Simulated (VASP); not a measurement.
# Sc3InC (Pm-3m) in VASP: a series of runs

The runs below take Sc3InC through single point, with LDA.

Program: VASP 6.6.1. These are calculated values, not measurements. Logs are shortened: lines on timing, memory, paths and dates and some standing lists are left out, and cuts for length are marked.

### 1 The cell of the first run

The structure is cubic, space group Pm-3m (No. 221). The conventional cell has a = 4.426 Å, b = 4.426 Å, c = 4.426 Å, α = 90.00°, β = 90.00°, γ = 90.00°. Within 2.9 Å of Sc (site symmetry 4/mmm) lie 2 C at 2.21 Å. Within 4.1 Å of In (site symmetry m-3m) lie 12 Sc at 3.13 Å and 8 C at 3.83 Å. Within 2.9 Å of C (site symmetry m-3m) lie 6 Sc at 2.21 Å.

### 2 Single point, LDA

INCAR reads:

```
  PREC = Accurate
  ENCUT = 520
  EDIFF = 1E-7
  ISMEAR = -1
  SIGMA = 0.01
  LREAL = F
  LASPH = T
  NELM = 80
  ALGO = Normal
  ISIF = 2
  LWAVE = F
  LCHARG = F
  GGA = CA
  NBANDS = 33
```

KPOINTS reads:

```
regular mesh
0
Gamma
  5 5 5
```

POSCAR reads:

```
Sc3InC
1.0
    4.4258825242      0.0000000000      0.0000000000
    0.0000000000      4.4258825242      0.0000000000
    0.0000000000      0.0000000000      4.4258825242
Sc In C
3 1 1
Direct
    0.5000000000      0.0000000000      0.5000000000
    0.0000000000      0.5000000000      0.5000000000
    0.5000000000      0.5000000000      0.0000000000
    0.0000000000      0.0000000000      0.0000000000
    0.5000000000      0.5000000000      0.5000000000
```

Potentials or basis: VASP PAW LDA potentials, release 64 (Sc_sv, In_d, C).

Run with:

```bash
> cat potpaw_LDA.64/Sc_sv/POTCAR potpaw_LDA.64/In_d/POTCAR potpaw_LDA.64/C/POTCAR > POTCAR
> mpirun -np 1 vasp_std > vasp.out
```

OUTCAR:

```text
PREC = Accurate
   ENCUT = 520
   EDIFF = 1E-7
   ISMEAR = -1
   LREAL = F
   LASPH = T
   NELM = 80
   ISIF = 2
   GGA = CA

 ion  position               nearest neighbor table
   1  0.500  0.000  0.500-   5 2.21   5 2.21   4 3.13   2 3.13   3 3.13   4 3.13   2 3.13   3 3.13
                             3 3.13   3 3.13   2 3.13   4 3.13   4 3.13   2 3.13
   2  0.000  0.500  0.500-   5 2.21   5 2.21   4 3.13   1 3.13   3 3.13   4 3.13   1 3.13   4 3.13
                             4 3.13   1 3.13   3 3.13   3 3.13   3 3.13   1 3.13
   3  0.500  0.500  0.000-   5 2.21   5 2.21   4 3.13   1 3.13   1 3.13   2 3.13   2 3.13   1 3.13
                             4 3.13   1 3.13   2 3.13   4 3.13   2 3.13   4 3.13
   4  0.000  0.000  0.000-   1 3.13   2 3.13   3 3.13   1 3.13   2 3.13   2 3.13   3 3.13   2 3.13
                             1 3.13   3 3.13   1 3.13   3 3.13
   5  0.500  0.500  0.500-   1 2.21   2 2.21   3 2.21   3 2.21   1 2.21   2 2.21

  LATTYP: Found a simple cubic cell.
 ALAT       =     4.4258825242

  Lattice vectors:

 A1 = (   4.4258825242,   0.0000000000,   0.0000000000)
 A2 = (   0.0000000000,   4.4258825242,   0.0000000000)
 A3 = (   0.0000000000,   0.0000000000,   4.4258825242)

Analysis of symmetry for initial positions (statically):
=====================================================================
 Subroutine PRICEL returns:
 Original cell was already a primitive cell.

 Routine SETGRP: Setting up the symmetry group for a
 simple cubic supercell.

 Subroutine GETGRP returns: Found 48 space group operations
 (whereof 48 operations were pure point group operations)
 out of a pool of 48 trial point group operations.

The static configuration has the point symmetry O_h .

Analysis of symmetry for dynamics (positions and initial velocities):
=====================================================================
 Subroutine PRICEL returns:
 Original cell was already a primitive cell.

 Routine SETGRP: Setting up the symmetry group for a
 simple cubic supercell.

 Subroutine GETGRP returns: Found 48 space group operations
 (whereof 48 operations were pure point group operations)
 out of a pool of 48 trial point group operations.

The dynamic configuration has the point symmetry O_h .

 Subroutine INISYM returns: Found 48 space group operations
 (whereof 48 operations are pure point group operations),
 and found     1 'primitive' translations

----------------------------------------------------------------------------------------

                                     Primitive cell

  volume of cell :      86.6961

  direct lattice vectors                    reciprocal lattice vectors
     4.425882524  0.000000000  0.000000000     0.225943638  0.000000000  0.000000000
     0.000000000  4.425882524  0.000000000     0.000000000  0.225943638  0.000000000
     0.000000000  0.000000000  4.425882524     0.000000000  0.000000000  0.225943638

  length of vectors
     4.425882524  4.425882524  4.425882524     0.225943638  0.225943638  0.225943638

  position of ions in fractional coordinates (direct lattice)
     0.500000000  0.000000000  0.500000000
     0.000000000  0.500000000  0.500000000
     0.500000000  0.500000000  0.000000000
     0.000000000  0.000000000  0.000000000
     0.500000000  0.500000000  0.500000000

  ion indices of the primitive-cell ions
   primitive index   ion index
                 1           1
                 2           2
                 3           3
                 4           4
                 5           5

----------------------------------------------------------------------------------------

 KPOINTS: regular mesh

Automatic generation of k-mesh.
 Grid dimensions read from file:
 generate k-points for:    5    5    5

 Generating k-lattice:

  Cartesian coordinates                     Fractional coordinates (reciprocal lattice)
     0.045188728  0.000000000  0.000000000     0.200000000  0.000000000  0.000000000
     0.000000000  0.045188728  0.000000000     0.000000000  0.200000000  0.000000000
     0.000000000  0.000000000  0.045188728     0.000000000  0.000000000  0.200000000

  Length of vectors
     0.045188728  0.045188728  0.045188728

  Shift w.r.t. Gamma in fractional coordinates (k-lattice)
     0.000000000  0.000000000  0.000000000

 Subroutine IBZKPT returns following result:
 ===========================================

 Found     10 irreducible k-points:

 Following reciprocal coordinates:
            Coordinates               Weight
  0.000000  0.000000  0.000000      1.000000
  0.200000  0.000000  0.000000      6.000000
  0.400000  0.000000  0.000000      6.000000
  0.200000  0.200000  0.000000     12.000000
  0.400000  0.200000  0.000000     24.000000
  0.400000  0.400000  0.000000     12.000000
  0.200000  0.200000  0.200000      8.000000
  0.400000  0.200000  0.200000     24.000000
  0.400000  0.400000  0.200000     24.000000
  0.400000  0.400000  0.400000      8.000000
   k-points           NKPTS =     10   k-points in BZ     NKDIM =     10   number of bands    NBANDS=     33
   number of dos      NEDOS =    301   number of ions     NIONS =      5
   total plane-waves  NPLWV =  46656
   dimension x,y,z NGX =    36 NGY =   36 NGZ =   36
   dimension x,y,z NGXF=    72 NGYF=   72 NGZF=   72
   ions per type =               3   1   1
   NGX,Y,Z   is equivalent  to a cutoff of  13.52, 13.52, 13.52 a.u.
   NGXF,Y,Z  is equivalent  to a cutoff of  27.04, 27.04, 27.04 a.u.
 SYSTEM =  unknown system
   PREC   = accura    normal or accurate (medium, high low for compatibility)
   ISTART =      0    job   : 0-new  1-cont  2-samecut
   ICHARG =      2    charge: 1-file 2-atom 10-const
   ISPIN  =      1    spin polarized calculation?
   LNONCOLLINEAR =      F non collinear calculations
   LSORBIT =      F    spin-orbit coupling
   LASPH  =      T    aspherical Exc in radial PAW
   ENCUT  =  520.0 eV  38.22 Ry    6.18 a.u.   8.23  8.23  8.23*2*pi/ulx,y,z
   NELM   =     80;   NELMIN=  2; NELMDL= -5     # of ELM steps
   EDIFF  = 0.1E-06   stopping-criterion for ELM
   LREAL  =      F    real-space projection
   EDIFFG = 0.1E-05   stopping-criterion for IOM
   NSW    =      0    number of steps for IOM
   IBRION =     -1    ionic relax: 0-MD 1-quasi-New 2-CG
   NFREE  =      0    steps in history (QN), initial steepest desc. (CG)
   ISIF   =      2    stress and relaxation
   ISYM   =      2    0-nonsym 1-usesym 2-fastsym
   POTIM  = 0.5000    time-step for ionic-motion
   TEBEG  =    0.0;   TEEND  =   0.0 temperature during run
   PSTRESS=    0.0 pullay stress
   NELECT =      50.0000    total number of electrons
   NUPDOWN=      -1.0000    fix difference up-down
   EMIN   =  10.00;   EMAX   =-10.00  energy-range for DOS
   EFERMI =   0.00;   METHOD = LEGACY
   ISMEAR =    -1;   SIGMA  =   0.01  broadening in eV -4-tet -1-fermi 0-gaus
   EFERMI_NEDOS =   21; number of points for ismear=-14 and -15
   IALGO  =     38    algorithm
   IMIX   =      4    mixing-type and parameters
     AMIX     =   0.40;   BMIX     =  1.00
     AMIX_MAG =   1.60;   BMIX_MAG =  1.00
  volume/ion in A,a.u.               =      17.34       117.01
  Fermi-wavevector in a.u.,A,eV,Ry     =   1.362694  2.575118 25.265127  1.856934
  Thomas-Fermi vector in A             =   2.489161
   LORBIT       =      0    0 simple, 1 ext, 2 COOP (PROOUT), +10 PAW based schemes
   GGA     = CA    functional components
   LHFCALC =     F    Hartree Fock is set to
   AEXX    =    0.0000 exact exchange contribution
   IVDW    =     0    specifies the selected vdW correction
   LEPSILON=     F    determine dielectric tensor
   LRPA    =     F    only Hartree local field effects (RPA)
 non-spin polarized calculation
  energy-cutoff  :      520.00
  volume of cell :       86.70
 maximum number of plane-waves:      2340
 NGX is ok and might be reduce to    36
   NGX = 17   NGY = 17   NGZ = 17

 number of electron      49.9999986 magnetization

 Free energy of the ion-electron system (eV)
  ---------------------------------------------------
  ext. energy  EPLUGINS =         0.00000000
  ---------------------------------------------------
  free energy    TOTEN  =       -37.22711408 eV

  energy without entropy =      -37.22661839  energy(sigma->0) =      -37.22686623

 E-fermi :   5.7147     XC(G=0): -11.3246

 val. band max:        5.5786195721   @ k =   0.2000   0.0000   0.0000
 cond. band min:       5.7335233216   @ k =   0.2000   0.0000   0.0000
 fundamental gap:      0.1549037494
 Fermi energy:         5.7146736317

 k-point     1 :       0.0000    0.0000    0.0000
  band No.  band energies     occupation
      1     -42.5078      2.00000
      2     -42.3929      2.00000
      3     -42.3929      2.00000
      4     -21.7016      2.00000
      5     -21.7016      2.00000
      6     -21.7016      2.00000
[... 25 lines left out ...]
     32       8.6454      0.00000
     33       8.6455      0.00000

 k-point     2 :       0.2000    0.0000    0.0000
  band No.  band energies     occupation
      1     -42.4981      2.00000
      2     -42.4025      2.00000
      3     -42.3928      2.00000
      4     -21.6779      2.00000
      5     -21.6779      2.00000
      6     -21.6677      2.00000
[... 25 lines left out ...]
     32       9.4282      0.00000
     33       9.7070      0.00000

 k-point     3 :       0.4000    0.0000    0.0000
  band No.  band energies     occupation
      1     -42.4757      2.00000
      2     -42.4249      2.00000
      3     -42.3926      2.00000
      4     -21.6276      2.00000
      5     -21.6276      2.00000
      6     -21.5830      2.00000
[... 25 lines left out ...]
     32       8.9520      0.00000
     33       9.5522      0.00000

 k-point     4 :       0.2000    0.2000    0.0000
  band No.  band energies     occupation
      1     -42.4892      2.00000
      2     -42.4061      2.00000
      3     -42.3980      2.00000
      4     -21.6965      2.00000
      5     -21.6536      2.00000
      6     -21.6085      2.00000
[... 169 lines left out ...]
     32       8.8752      0.00000
     33       8.9652      0.00000

 k-point     9 :       0.4000    0.4000    0.2000
  band No.  band energies     occupation
      1     -42.4462      2.00000
      2     -42.4271      2.00000
      3     -42.4189      2.00000
      4     -21.7507      2.00000
      5     -21.6754      2.00000
      6     -21.6114      2.00000
[... 25 lines left out ...]
     32       8.9938      0.00000
     33       9.0792      0.00000

 k-point    10 :       0.4000    0.4000    0.4000
  band No.  band energies     occupation
      1     -42.4379      2.00000
      2     -42.4269      2.00000
      3     -42.4269      2.00000
      4     -21.8408      2.00000
      5     -21.6776      2.00000
      6     -21.6739      2.00000
[... 25 lines left out ...]
     32       9.0795      0.00000
     33       9.0795      0.00000

------------------------ aborting loop because EDIFF is reached ----------------------------------------

  FORCE on cell =-STRESS in cart. coord.  units (eV):
  Direction    XX          YY          ZZ          XY          YZ          ZX
  --------------------------------------------------------------------------------------
  -------------------------------------------------------------------------------------
  Total        1.5369963      1.5369963      1.5369963      0.0000000     -0.0000000      0.0000000
  in kB       28.4042780     28.4042780     28.4042780      0.0000000     -0.0000000      0.0000000
  external PRESSURE =      28.4042780 kB  Pullay stress =       0.0000000 kB

 VOLUME and BASIS-vectors are now :
 -----------------------------------------------------------------------------
  energy-cutoff  :      520.00
  volume of cell :       86.70
      direct lattice vectors                 reciprocal lattice vectors
     4.425882524  0.000000000  0.000000000     0.225943638  0.000000000  0.000000000
     0.000000000  4.425882524  0.000000000     0.000000000  0.225943638  0.000000000
     0.000000000  0.000000000  4.425882524     0.000000000  0.000000000  0.225943638

 POSITION                                       TOTAL-FORCE (eV/Angst)
 -----------------------------------------------------------------------------------
      2.21294      0.00000      2.21294         0.000000      0.000000      0.000000
      0.00000      2.21294      2.21294         0.000000      0.000000      0.000000
      2.21294      2.21294      0.00000         0.000000      0.000000      0.000000
      0.00000      0.00000      0.00000         0.000000      0.000000      0.000000
      2.21294      2.21294      2.21294         0.000000      0.000000      0.000000
 -----------------------------------------------------------------------------------
    total drift:                                0.000000      0.000000      0.000000

  FREE ENERGIE OF THE ION-ELECTRON SYSTEM (eV)
  ---------------------------------------------------
  free  energy   TOTEN  =       -37.2271140796 eV

  energy  without entropy=      -37.2266183861  energy(sigma->0) =      -37.22686623
```

Wall time 27 s (1 thread of Intel Xeon Platinum 8375C at 2.90GHz (Ice Lake), shared host); peak memory 0.18 GiB.

What came out:

* Free energy: -37.2271 eV
* Pressure: 2.8 GPa
* Band gap on the k mesh: zero (band 25 reaches 5.74 eV, above the bottom of band 26 at 5.73 eV)

Levels at points of the mesh, in eV from the Fermi level:
```tsv
k point	band 23	band 24	band 25	band 26	band 27	band 28
(0.00, 0.00, 0.00)	-0.29	-0.29	0.03	0.03	0.03	2.76
```

Caveat: spin-orbit coupling is left out, which moves the levels of the heavy elements.

### 3 Single point, LDA

This run uses another cell than the first one, of 17.84 Å³/atom, 1.029 times its volume.

INCAR reads:

```
PREC = Accurate ; ENCUT = 520
EDIFF = 1E-7 ; ISMEAR = -1
SIGMA = 0.01 ; LREAL = False
LASPH = True ; NELM = 80
ALGO = Normal ; ISIF = 2
LWAVE = False ; LCHARG = False
NBANDS = 33
```

KPOINTS is that of step 2.

Changes to POSCAR since step 2:

```diff
@@ -2,5 +2,5 @@
 1.0
-    4.4258825242      0.0000000000      0.0000000000
-    0.0000000000      4.4258825242      0.0000000000
-    0.0000000000      0.0000000000      4.4258825242
+    4.4682380406      0.0000000000      0.0000000000
+    0.0000000000      4.4682380406      0.0000000000
+    0.0000000000      0.0000000000      4.4682380406
 Sc In C
```

Potentials or basis: VASP PAW LDA potentials, release 64 (Sc_sv, In_d, C).

Run with:

```bash
> cat potpaw_LDA.64/Sc_sv/POTCAR potpaw_LDA.64/In_d/POTCAR potpaw_LDA.64/C/POTCAR > POTCAR
> mpirun -np 1 vasp_std > vasp.out
```

It took 28 s on 1 thread of Intel Xeon Platinum 8375C at 2.90GHz (Ice Lake), shared host; peak memory 0.18 GiB.

The run converged. Its results:

```yaml
Free_energy: -37.2461 eV
Pressure: -0.5 GPa
Band_gap_on_the_k_mesh: zero (band 25 reaches 5.53 eV, above the bottom of band 26 at 5.51 eV)
```

Levels at points of the mesh, in eV from the Fermi level:
```
           k point  band 21  band 22  band 23  band 24  band 25  band 26  band 27  band 28  band 29  band 30
(0.00, 0.00, 0.00)    -0.91    -0.91    -0.28    -0.28     0.04     0.04     0.04     2.69     2.69     2.69
```

Caveat: spin-orbit coupling is left out, which moves the levels of the heavy elements.
